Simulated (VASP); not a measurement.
A run of VASP 6.6.1 is set up as follows.

Contents of INCAR:

```
SYSTEM = KCl
PREC = Accurate ; ENCUT = 400
EDIFF = 1E-8 ; ISMEAR = -1
SIGMA = 0.02 ; LREAL = .False.
LASPH = .True. ; NELM = 120
ALGO = Normal ; ISIF = 2
LWAVE = .False. ; LCHARG = .False.
GGA = PS ; LEFG = .True.
NBANDS = 15 ; GGA_COMPAT = .False.
```

KPOINTS

```
Automatic mesh
0
Gamma
  7 7 7
  0 0 0
```

Contents of POSCAR:

```
KCl
1.0
    3.6340000000      0.0000000000      0.0000000000
    0.0000000000      3.6340000000      0.0000000000
    0.0000000000      0.0000000000      3.7430200000
K Cl
1 1
Direct
    0.0000000000      0.0000000000      0.0000000000
    0.5000000000      0.5000000000      0.5000000000
```

Potentials or basis: VASP PAW PBE potentials, release 64 (K_sv, Cl).

Launch:

```console
$ cat potpaw_PBE.64/K_sv/POTCAR potpaw_PBE.64/Cl/POTCAR > POTCAR
$ mpirun -np 1 vasp_std > vasp.out
```

**Question.** Predict the pressure.

**Answer.** 1.5 GPa.

**Question.** What does it give for the band gap on the k mesh?

**Answer.** 5.17 eV (least direct gap 5.37 eV).

Stress tensor (GPa, compression positive):
```
1.95 0.00 0.00
0.00 1.95 0.00
0.00 0.00 0.51
```

Caveat: the cell differs from its parent crystal (zz strain of +3 %); without QUAD_EFG the Cq values of the log hold for a quadrupole moment of 1 mb, not for the nuclei; the PAW data sets were made with another functional, which shifts forces and pressure a little. A k mesh can miss the band edges.
